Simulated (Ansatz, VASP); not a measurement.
Two plane-wave programs on Zr3Si2

Contents of POSCAR:

```
Zr3Si2
1.0
    7.1084398562      0.0000000000      0.0000000000
    0.0000000000      7.1084398562      0.0000000000
    0.0000000000      0.0000000000      3.7051280719
Zr Si
6 4
Direct
    0.1739136669      0.6739136669      0.5000000000
    0.8260863331      0.3260863331      0.5000000000
    0.3260863331      0.1739136669      0.5000000000
    0.6739136669      0.8260863331      0.5000000000
    0.0000000000      0.0000000000      0.0080968861
    0.5000000000      0.5000000000     -0.0080968861
    0.6219463333      0.1219463333      0.0000000000
    0.3780536667      0.8780536667      0.0000000000
    0.8780536667      0.6219463333      0.0000000000
    0.1219463333      0.3780536667      0.0000000000
```

Contents of INCAR.step1:

```
SYSTEM = Zr3Si2
PREC = Accurate
ENCUT = 520
ISMEAR = 0
SIGMA = 0.15
LREAL = .False.
LASPH = .True.
NELM = 80
NBANDS = 55
GGA = PE
ALGO = Normal
EDIFF = 1E-4
LWAVE = .True.
LCHARG = .False.
```

The input INCAR.step2:

```
SYSTEM = Zr3Si2
PREC = Accurate
ENCUT = 520
EDIFF = 1E-6
ISMEAR = 0
SIGMA = 0.15
LREAL = .False.
LASPH = .True.
NELM = 80
ALGO = Normal
ISIF = 2
LWAVE = .False.
LCHARG = .False.
METAGGA = R2SCAN
LMIXTAU = .True.
NBANDS = 55
ISTART = 1
```

Contents of KPOINTS:

```
Automatic mesh
0
Gamma
  6 6 10
  0 0 0
```

Input for Ansatz:

```yaml
crystal:
  lattice:
    - [7.1084398562, 0.0, 0.0]
    - [0.0, 7.1084398562, 0.0]
    - [0.0, 0.0, 3.7051280719]
  atoms:
    - { symbol: Zr, position: [0.1739136669, 0.6739136669, 0.5] }
    - { symbol: Zr, position: [0.8260863331, 0.3260863331, 0.5] }
    - { symbol: Zr, position: [0.3260863331, 0.1739136669, 0.5] }
    - { symbol: Zr, position: [0.6739136669, 0.8260863331, 0.5] }
    - { symbol: Zr, position: [0.0, 0.0, 0.0080968861] }
    - { symbol: Zr, position: [0.5, 0.5, -0.0080968861] }
    - { symbol: Si, position: [0.6219463333, 0.1219463333, 0.0] }
    - { symbol: Si, position: [0.3780536667, 0.8780536667, 0.0] }
    - { symbol: Si, position: [0.8780536667, 0.6219463333, 0.0] }
    - { symbol: Si, position: [0.1219463333, 0.3780536667, 0.0] }
basis:
  ecutwfc: 500
kpoints:
  mp_grid: { grid: [6, 6, 10] }
hamiltonian:
  xc: r2scan
scf:
  occupations: { method: gaussian, width: 0.15 }
output:
  forces: true
  stress: true
  eigenvalues: true
  write_density: true
  write_potential: true
  elf: true
  volumetric_format: npy
```

Change from the starting cell: mode 4 (132.3 1/cm) frozen in, largest displacement +0.030 Å.

Alike in both runs: task single point; functional r2SCAN; k mesh 6 × 6 × 10; occupations gaussian, width 0.15 eV; no spin polarisation.

```csv
,VASP,Ansatz
version,VASP 6.6.1,Ansatz 0.2.0
potentials or method,"VASP PAW PBE potentials, release 64 (Zr_sv, Si), cutoff 520 eV","scalar-relativistic, plane waves, PAW"
valence electrons in the cell,88,88
```

Ansatz gave:

```
gap on the k mesh at the Fermi level (eV) : none
pressure (GPa)                            : 0.0
rms of the force components (eV/Å)        : 0.045
```

Question: Estimate VASP's values.

Answer: gap on the k mesh at the Fermi level (eV): none; pressure (GPa): 0.0; rms of the force components (eV/Å): 0.046.

VASP's potentials were made for PBE, not for r2SCAN. Atom by atom the forces differ by 0.002 eV/Å (rms over components). A gap of «none» marks a metal or a gap that the smearing closes. With one functional, cell and mesh, what is left measures potentials, basis and numerics.
